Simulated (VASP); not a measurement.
Set up this calculation in VASP 6.6.1, as the native input.

| Item | Value |
| --- | --- |
| Task | single point |
| Functional | PBE |
| Potentials or basis | VASP PAW PBE potentials, release 64 (Ir) |
| Cutoff | 520 eV |
| k mesh | 8 × 8 × 4 |
| Occupations | gaussian, width 0.05 eV |
| Spin | no spin polarisation |
| Dipole correction | no |
| Further INCAR settings | ALGO = Normal; EDIFF = 1e-07; NBANDS = 16 |

The structure of Ir lies in POSCAR:

```
Ir
1.0
    2.7640160068      0.0000000000      0.0000000000
   -1.3820080034      2.3937080783      0.0000000000
    0.0000000000      0.0000000000      4.4081888940
Ir
2
Direct
    0.3333333333      0.6666666667      0.7500000000
    0.6666666667      0.3333333333      0.2500000000
```

These files were run (other wordings do the same):

INCAR

```
SYSTEM = Ir
  PREC = Accurate
  ENCUT = 520
  EDIFF = 1E-7
  ISMEAR = 0
  SIGMA = 0.05
  LREAL = .FALSE.
  LASPH = .TRUE.
  NELM = 100
  ALGO = Normal
  ISIF = 2
  LWAVE = .FALSE.
  LCHARG = .FALSE.
  GGA = PE
  NBANDS = 16
```

KPOINTS

```
Automatic mesh
0
G
  8 8 4
  0 0 0
```

Potentials or basis: VASP PAW PBE potentials, release 64 (Ir).

Launch:

```console
$ cat potpaw_PBE.64/Ir/POTCAR > POTCAR
$ mpirun -np 1 vasp_std > vasp.out
```

It gave:

```yaml
Pressure: 0.5 GPa
Band_gap_on_the_k_mesh: zero (band 9 reaches 11.00 eV, above the bottom of band 10 at 7.88 eV)
```

Caveat: spin-orbit coupling is left out, which moves the levels of the heavy elements.

Run time: 21 s on 1 thread of Intel(R) Xeon(R) Platinum 8259CL CPU @ 2.50GHz (Skylake/Cascade Lake), with other jobs on the host, peak memory 0.16 GiB.
